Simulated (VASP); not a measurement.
Here is a VASP 6.6.1 calculation.

The input INCAR:

```
ALGO = Normal
EDIFF = 1E-6
ENCUT = 520
GGA = PE
ISIF = 2
ISMEAR = 0
LASPH = True
LCHARG = True
LELF = True
LREAL = False
LVHAR = True
LWAVE = False
NBANDS = 12
NELM = 60
PREC = Accurate
SIGMA = 0.05
```

KPOINTS

```
k-points
0
Gamma
  14 14 14
```

POSCAR

```
Au
1.0
   -1.6572690000      1.6572690000      1.6572690000
    1.6572690000     -1.6572690000      1.6572690000
    1.6572690000      1.6572690000     -1.6572690000
Au
1
Direct
    0.0000000000      0.0000000000      0.0000000000
```

Potentials or basis: VASP PAW PBE potentials, release 64 (Au).

Launch:

```sh
$ cat potpaw_PBE.64/Au/POTCAR > POTCAR
$ mpirun -np 1 vasp_std > vasp.out
```

Task: Estimate the pressure.

Result: -2.0 GPa.
